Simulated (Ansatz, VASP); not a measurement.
**One calculation of BaS, two programs**

File INCAR:

```
SYSTEM = BaS
PREC = Accurate
ENCUT = 520
EDIFF = 1E-8
ISMEAR = -1
SIGMA = 0.02
LREAL = .False.
LASPH = .True.
NELM = 60
ALGO = Normal
ISIF = 2
LWAVE = .False.
LCHARG = .False.
GGA = PS
LEFG = .True.
NBANDS = 15
```

File KPOINTS:

```
regular mesh
0
Gamma
  8 8 8
  0 0 0
```

File POSCAR:

```
BaS
1.0
    0.0000000000      3.1937500000      3.1298750000
    3.1937500000      0.0000000000      3.1298750000
    3.1937500000      3.1937500000      0.0000000000
Ba S
1 1
Direct
    0.0000000000      0.0000000000      0.0000000000
    0.5000000000      0.5000000000      0.5000000000
```

Input for Ansatz:

```yaml
crystal:
  lattice:
    - [0.0, 3.19375, 3.129875]
    - [3.19375, 0.0, 3.129875]
    - [3.19375, 3.19375, 0.0]
  atoms:
    - { symbol: Ba, position: [0.0, 0.0, 0.0] }
    - { symbol: S, position: [0.5, 0.5, 0.5] }
kpoints:
  mp_grid: { grid: [8, 8, 8] }
scf:
  occupations: { method: fermi_dirac, width: 0.02 }
hamiltonian:
  xc: pbesol
  pseudopotentials: { kind: all_electron, datasets: crystal }
output:
  forces: true
  stress: true
  eigenvalues: true
  efg: { contact_densities: true }
```

Change from the starting cell: zz strain of -2 %, crystal datasets.

Alike in both runs: task electric field gradients; functional PBEsol; k mesh 8 × 8 × 8; occupations fermi-dirac, width 0.02 eV; no spin polarisation.

|  | VASP | Ansatz |
| --- | --- | --- |
| version | VASP 6.6.1 | Ansatz 0.2.0 |
| potentials or method | VASP PAW PBE potentials, release 64 (Ba_sv, S), cutoff 520 eV | all-electron PAW with datasets made for the crystal, scalar-relativistic |

```tsv
	VASP	Ansatz	Ansatz less VASP
gap on the k mesh at the Fermi level (eV)	1.88	1.99	+0.108
pressure (GPa)	0.4	-0.2	-0.67
traceless stress, the component that is largest in VASP (GPa)	1.29	1.17	-0.119
size of Vzz on the site where it differs most (V/Å²)	27.9	26.4	-1.48
```

VASP's potentials were made for PBE, not for PBEsol. Ansatz ran all-electron here, and VASP with PAW potentials.

Neither program's run includes spin-orbit coupling.
